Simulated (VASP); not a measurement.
A run of VASP 6.6.1 is set up as follows.

File INCAR:

```
SYSTEM = C
ALGO     = Normal         ! electronic algorithm
DIPOL    = 0.5 0.5 0.500
EDIFF    = 1E-6           ! SCF threshold, eV
ENCUT    = 520            ! plane-wave cutoff, eV
GGA_COMPAT= .False.      
IDIPOL   = 3            
ISIF     = 2              ! what is computed and relaxed
ISMEAR   = 0              ! smearing method
LASPH    = .True.         ! aspherical terms in the spheres
LCHARG   = .True.         ! write CHGCAR
LDIPOL   = .True.       
LELF     = .True.         ! ELF
LREAL    = .False.        ! projectors in reciprocal space
LVACPOTAV= .True.       
LVHAR    = .True.       
LWAVE    = .False.        ! write WAVECAR
NBANDS   = 11             ! bands
NELM     = 120            ! most SCF steps
NELMDL   = -8           
PREC     = Accurate       ! precision mode
SIGMA    = 0.05           ! smearing width, eV
```

Contents of KPOINTS:

```
k-points
0
Gamma
  15 15 1
  0 0 0
```

The input POSCAR:

```
C
1.0
    2.4447562570      0.0000000000      0.0000000000
   -1.2223781290      2.1172210250      0.0000000000
    0.0000000000      0.0000000000     20.0000000000
C
2
Direct
    0.0000000000      0.0000000000      0.5000000000
    0.6666666667      0.3333333333      0.5000000000
```

Potentials or basis: VASP PAW LDA potentials, release 64 (C).

The run is started by

```sh
$ cat potpaw_LDA.64/C/POTCAR > POTCAR
$ mpirun -np 1 vasp_std > vasp.out
```

Problem. Predict the band gap on the k mesh.

Solution. Zero (filled and empty bands touch).
